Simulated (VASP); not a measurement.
# Zn (P6/mmm) in VASP: notebook, part 3 of 3

VASP 6.6.1. Earlier steps stand in the parts before.

## Step 4: Relaxation of cell and atoms, PBE

INCAR

```
PREC = Accurate
ENCUT = 600
EDIFF = 1E-6
ISMEAR = 0
SIGMA = 0.1
LREAL = F
LASPH = T
NELM = 80
ALGO = Fast
ISIF = 3
LWAVE = F
LCHARG = F
GGA = PE
IBRION = 2
NSW = 90
EDIFFG = -0.04
```

KPOINTS

```
regular mesh
0
Gamma
  12 12 4
```

POSCAR

```
Zn
1.0
    2.4308374400      0.0000000000      0.0000000000
   -1.2154187200      2.1051669700      0.0000000000
    0.0000000000      0.0000000000      5.6145070500
Zn
2
Direct
    0.0000000000      0.0000000000      0.3058902400
    0.0000000000      0.0000000000      0.6941097600
```

Potentials or basis: VASP PAW PBE potentials, release 64 (Zn).

Started as:

```bash
$ cat potpaw_PBE.64/Zn/POTCAR > POTCAR
$ mpirun -np 1 vasp_std > vasp.out
```

OUTCAR:

```text
PREC = Accurate
   ENCUT = 600
   EDIFF = 1E-6
   ISMEAR = 0
   LREAL = F
   LASPH = T
   NELM = 80
   ISIF = 3
   GGA = PE
   IBRION = 2
   NSW = 90
   EDIFFG = -0.04

 ion  position               nearest neighbor table
   1  0.000  0.000  0.306-   2 2.18
   2  0.000  0.000  0.694-   1 2.18

  LATTYP: Found a hexagonal cell.
 ALAT       =     2.4308374400
 C/A-ratio  =     2.3097007466

  Lattice vectors:

 A1 = (   2.4308374400,   0.0000000000,   0.0000000000)
 A2 = (  -1.2154187200,   2.1051669700,   0.0000000000)
 A3 = (   0.0000000000,   0.0000000000,   5.6145070500)

Analysis of symmetry for initial positions (statically):
[... 742 lines left out ...]
  ---------------------------------------------------
  free  energy   TOTEN  =        -1.9094781983 eV

  energy  without entropy=       -1.9058888455  energy(sigma->0) =       -1.90768352

[... ionic steps 4 to 21 ...]

--------------------------------------- Ionic step       22  -------------------------------------------

 number of electron      24.0000012 magnetization

------------------------ aborting loop because EDIFF is reached ----------------------------------------
[... 67 lines left out ...]
--------------------------------------- Ionic step       24  -------------------------------------------

 number of electron      23.9999997 magnetization

 Free energy of the ion-electron system (eV)
  ---------------------------------------------------
  ext. energy  EPLUGINS =         0.00000000
  ---------------------------------------------------
  free energy    TOTEN  =        -1.98892884 eV

  energy without entropy =       -1.98698484  energy(sigma->0) =       -1.98795684

 E-fermi :   1.9889     XC(G=0): -10.6928

 val. band max:        1.9295621917   @ k =   0.5000   0.0000   0.2500
 cond. band min:       2.0521964283   @ k =   0.4167   0.1667   0.5000
 fundamental gap:      0.1226342366
 Fermi energy:         1.9888550874

 k-point     1 :       0.0000    0.0000    0.0000
  band No.  band energies     occupation
      1      -7.5017      2.00000
      2      -6.6513      2.00000
      3      -5.8104      2.00000
      4      -5.5032      2.00000
      5      -5.5032      2.00000
      6      -5.4862      2.00000
[... 476 lines left out ...]
  FREE ENERGIE OF THE ION-ELECTRON SYSTEM (eV)
  ---------------------------------------------------
  free  energy   TOTEN  =        -1.9889288389 eV

  energy  without entropy=       -1.9869848391  energy(sigma->0) =       -1.98795684

 reached required accuracy - stopping structural energy minimisation
```

CONTCAR:

```text
Zn
   1.00000000000000
     2.5729227939704327   -0.0000000000000001   -0.0000000000000000
    -1.2864613969852163    2.2282164951893972    0.0000000000000000
     0.0000000000000000   -0.0000000000000001    6.1317725332195652
  Zn
     2
Direct
     0.0000000000000000    0.0000000000000000    0.2503005101837888
     0.0000000000000000    0.0000000000000000    0.7496994898162113

  0.00000000E+00  0.00000000E+00  0.00000000E+00
  0.00000000E+00  0.00000000E+00  0.00000000E+00
```

Wall time 12 min (1 thread of Intel Xeon 8259CL, shared host); peak memory 0.17 GiB.

What came out:

| Item | Value |
| --- | --- |
| Free energy | -1.9889 eV |
| Relaxed volume | 17.58 Å³/atom |
| Relaxed cell | a = 2.573 Å, b = 2.573 Å, c = 6.132 Å, α = 90.00°, β = 90.00°, γ = 120.00° |
| Space group after relaxing (to 0.1 Å) | P6/mmm (No. 191) |
| Energy gained by relaxing | 568.0 meV/atom |
| Ionic steps | 24 |
| Pressure after relaxing | 0.1 GPa |
| Band gap on the k mesh | zero (bands 12 and 13 overlap by 5.97 eV) |

Forces on the atoms (eV/Å):
```
Zn   0.000  0.000 -0.002
Zn   0.000  0.000  0.002
```

The path:
```csv
step,energy change (eV),largest force (eV/Å),pressure (GPa),volume (Å³)
1,0.0000,3.7709,32.01,28.73
2,-0.9770,0.0258,-5.50,42.35
3,-1.0565,0.3776,-0.92,37.47
4,-1.0577,0.3097,-1.76,38.07
5,-1.0577,0.3353,-1.53,37.87
6,-1.0783,0.2858,-0.29,37.03
7,-1.0842,0.2492,0.96,36.33
8,-1.0946,0.1961,0.56,36.55
9,-1.1109,0.1028,-1.26,37.21
10,-1.1131,0.0710,-1.49,37.48
11,-1.1228,0.0490,-0.79,36.76
12,-1.1262,0.0329,-0.70,36.37
13,-1.1277,0.0160,0.97,35.62
14,-1.1280,0.0069,0.50,35.90
15,-1.1331,0.0457,0.12,35.49
16,-1.1333,0.0528,0.07,35.43
17,-1.1331,0.0707,0.06,35.32
18,-1.1333,0.0553,0.00,35.41
19,-1.1344,0.0392,-0.15,35.48
20,-1.1350,0.0144,-0.49,35.60
21,-1.1359,0.0016,-0.30,35.23
22,-1.1352,0.0212,0.31,34.82
23,-1.1358,0.0072,0.40,35.05
24,-1.1359,0.0023,0.06,35.15
```

Final structure:
```
CELL_PARAMETERS angstrom
2.57292 0.00000 0.00000
-1.28646 2.22822 0.00000
0.00000 0.00000 6.13177
ATOMIC_POSITIONS crystal
Zn 0.00000 0.00000 0.25030
Zn 0.00000 0.00000 0.74970
```

Levels at points of the mesh, in eV from the Fermi level:
```csv
k point,band 8,band 9,band 10,band 11,band 12,band 13,band 14,band 15,band 16
"(0.00, 0.00, 0.00)",-6.96,-6.96,-6.89,-6.89,-5.17,-3.45,6.19,10.17,20.31
"(0.50, 0.00, 0.00)",-6.82,-6.59,-6.59,-1.83,-0.08,0.38,3.29,3.41,6.72
"(0.00, 0.00, 0.50)",-7.22,-6.93,-6.93,-6.92,-6.92,0.84,0.86,17.28,17.30
"(0.50, 0.00, 0.50)",-7.07,-6.59,-6.59,-0.90,-0.89,0.68,0.69,8.17,8.19
```

Caveat: the volume moved by over 15 % at a fixed basis, so the end points are rough.

## Step 5: Single point, PBE

This run uses another cell than the first one: it holds 1 atom, not 2.

INCAR

```
SYSTEM = Zn
  PREC = Accurate
  ENCUT = 520
  EDIFF = 1E-7
  ISMEAR = 0
  SIGMA = 0.1
  LREAL = .False.
  LASPH = .True.
  NELM = 80
  ALGO = Normal
  ISIF = 2
  LWAVE = .False.
  LCHARG = .False.
  GGA = PE
  NBANDS = 12
```

KPOINTS

```
regular mesh
0
Gamma
  24 24 18
  0 0 0
```

POSCAR

```
Zn
1.0
    2.5760997482      0.0000000000      0.0000000000
   -1.2880498741      2.2309678246      0.0000000000
    0.0000000000      0.0000000000      3.0374491287
Zn
1
Direct
    0.0000000000      0.0000000000      0.5000000000
```

Started as:

```bash
$ cat potpaw_PBE.64/Zn/POTCAR > POTCAR
$ mpirun -np 1 vasp_std > vasp.out
```

Run time: 2.1 min. Hardware: 1 thread of Intel Xeon 8259CL, shared host; peak memory 0.23 GiB.

The run converged. Its results:

```
Free energy            : -0.9975 eV
Pressure               : 0.3 GPa
Band gap on the k mesh : zero (bands 6 and 7 overlap by 7.43 eV)
```

Stress tensor (GPa, compression positive):
```
0.41 0.00 0.00
0.00 0.41 0.00
0.00 0.00 0.03
```

Levels at points of the mesh, in eV from the Fermi level:
```csv
k point,band 4,band 5,band 6,band 7,band 8,band 9
"(0.00, 0.00, 0.00)",-7.58,-6.98,-6.98,6.34,10.32,20.09
"(0.50, 0.00, 0.00)",-7.11,-6.69,-1.97,-0.24,12.59,13.35
"(0.00, 0.00, 0.50)",-7.06,-7.06,-5.19,-3.57,23.06,23.06
"(0.50, 0.00, 0.50)",-6.91,-6.68,0.34,3.25,3.25,6.62
```

## Step 6: Relaxation of cell and atoms, PBE

This run uses another cell than the first one: it holds 1 atom, not 2.

INCAR

```
SYSTEM = Zn
PREC     = Accurate       ! precision mode
ENCUT    = 600            ! plane-wave cutoff, eV
EDIFF    = 1E-6           ! SCF threshold, eV
ISMEAR   = 0              ! smearing method
SIGMA    = 0.1            ! smearing width, eV
LREAL    = .False.        ! projectors in reciprocal space
LASPH    = .True.         ! aspherical terms in the spheres
NELM     = 100            ! most SCF steps
ALGO     = Fast           ! electronic algorithm
ISIF     = 3              ! what is computed and relaxed
LWAVE    = .False.        ! write WAVECAR
LCHARG   = .False.        ! write CHGCAR
GGA      = PE             ! functional
IBRION   = 2              ! ionic algorithm
NSW      = 100            ! ionic steps
EDIFFG   = -0.01          ! ionic threshold
```

KPOINTS

```
Automatic mesh
0
Gamma
  24 24 18
  0 0 0
```

POSCAR

```
Zn
1.0
    2.5708601499      0.0000000000      0.0000000000
   -1.2854300749      2.2264301994      0.0000000000
    0.0000000000      0.0000000000      3.0513434782
Zn
1
Direct
    0.0000000000      0.0000000000      0.5000000000
```

Potentials or basis: VASP PAW PBE potentials, release 64 (Zn).

Started as:

```bash
$ cat potpaw_PBE.64/Zn/POTCAR > POTCAR
$ mpirun -np 1 vasp_std > vasp.out
```

It took 17 min on 1 thread of Intel Xeon 8259CL, shared host; peak memory 0.29 GiB.

The run converged. Its results:

- Free energy: -0.9973 eV
- Relaxed volume: 17.50 Å³/atom
- Relaxed cell: a = 2.580 Å, b = 2.580 Å, c = 3.035 Å, α = 90.00°, β = 90.00°, γ = 120.00°
- Space group after relaxing (to 0.1 Å): P6/mmm (No. 191)
- Energy gained by relaxing: 0.4 meV/atom
- Ionic steps: 24
- Pressure after relaxing: 0.0 GPa
- Band gap on the k mesh: zero (bands 6 and 7 overlap by 7.41 eV)

Stress tensor (GPa, compression positive):
```
 0.09  0.00  0.00
 0.00  0.09  0.00
 0.00  0.00 -0.04
```

The path:
```csv
step,energy change (eV),largest force (eV/Å),pressure (GPa),volume (Å³)
1,0.0000,0.0000,0.48,17.47
2,-0.0003,0.0000,0.00,17.60
3,-0.0003,0.0000,0.10,17.61
4,-0.0002,0.0000,0.28,17.64
5,0.0000,0.0000,-0.51,17.70
6,-0.0002,0.0000,-0.48,17.66
7,-0.0002,0.0000,-0.65,17.65
8,-0.0003,0.0000,0.18,17.46
9,-0.0003,0.0000,-0.05,17.56
10,-0.0003,0.0000,-0.16,17.54
11,-0.0003,0.0000,-0.17,17.50
12,-0.0003,0.0000,0.02,17.48
13,-0.0003,0.0000,0.15,17.48
14,-0.0003,0.0000,0.20,17.49
15,-0.0003,0.0000,0.11,17.50
16,-0.0004,0.0000,-0.02,17.53
17,-0.0004,0.0000,0.15,17.54
18,-0.0004,0.0000,0.24,17.55
19,-0.0003,0.0000,-0.28,17.58
20,-0.0003,0.0000,-0.65,17.56
21,-0.0004,0.0000,-0.38,17.55
22,-0.0004,0.0000,-0.17,17.55
23,-0.0004,0.0000,-0.02,17.50
24,-0.0004,0.0000,0.05,17.50
```

Final structure:
```
Zn
1.0
     2.57994    0.00000    0.00000
    -1.28997    2.23429    0.00000
     0.00000    0.00000    3.03536
Zn
1
Direct
  0.00000 0.00000 0.50000
```

Levels at points of the mesh, in eV from the Fermi level:
```
           k point  band 4  band 5  band 6  band 7  band 8  band 9
(0.00, 0.00, 0.00)   -7.57   -6.98   -6.98    6.38   10.35   20.00
(0.50, 0.00, 0.00)   -7.10   -6.68   -1.97   -0.26   12.54   13.36
(0.00, 0.00, 0.50)   -7.06   -7.06   -5.17   -3.55   22.98   22.98
(0.50, 0.00, 0.50)   -6.90   -6.68    0.35    3.23    3.24    6.61
```

## Step 7: Overview

| task | cell | k mesh | cutoff (eV) | gap on the mesh (eV) | pressure (GPa) | relaxed volume (Å³/atom) |
| --- | --- | --- | --- | --- | --- | --- |
| single point | a = 2.431, b = 2.431, c = 5.615 Å, angles 90.0, 90.0, 120.0°, 2 atoms, atomic positions A | 12 × 12 × 4 | 520 | none | 32.2 | - |
| single point | a = 2.571, b = 2.571, c = 6.103 Å, angles 90.0, 90.0, 120.0°, 2 atoms, atomic positions B | 12 × 12 × 4 | 520 | none | 0.4 | - |
| relaxation of cell and atoms | relaxed from a = 2.431, b = 2.431, c = 5.615 Å, angles 90.0, 90.0, 120.0°, 2 atoms, atomic positions A | 12 × 12 × 4 | 600 | none | 0.1 | 17.58 |
| single point | a = 2.576, b = 2.576, c = 3.037 Å, angles 90.0, 90.0, 120.0°, 1 atom, atomic positions C | 24 × 24 × 18 | 520 | none | 0.3 | - |
| relaxation of cell and atoms | relaxed from a = 2.571, b = 2.571, c = 3.051 Å, angles 90.0, 90.0, 120.0°, 1 atom, atomic positions C | 24 × 24 × 18 | 600 | none | 0.0 | 17.50 |

Alike in all rows: level PBE; potentials or basis VASP PAW PBE potentials, release 64 (Zn); no spin polarisation; smearing gaussian 0.1 eV.

Caveats: the stress differs along the axes, from 27 to 42 GPa (at least some runs); forces of over 1 eV/Å act on the atoms, so gaps and moduli don't describe the material at rest (at least some runs); the volume moved by over 15 % at a fixed basis, so the end points are rough (at least some runs).

Total energies depend on the potentials used, so only differences within one code and one set of settings carry meaning.

The gap in the log of VASP goes by the Fermi energy; the results here count the filled bands.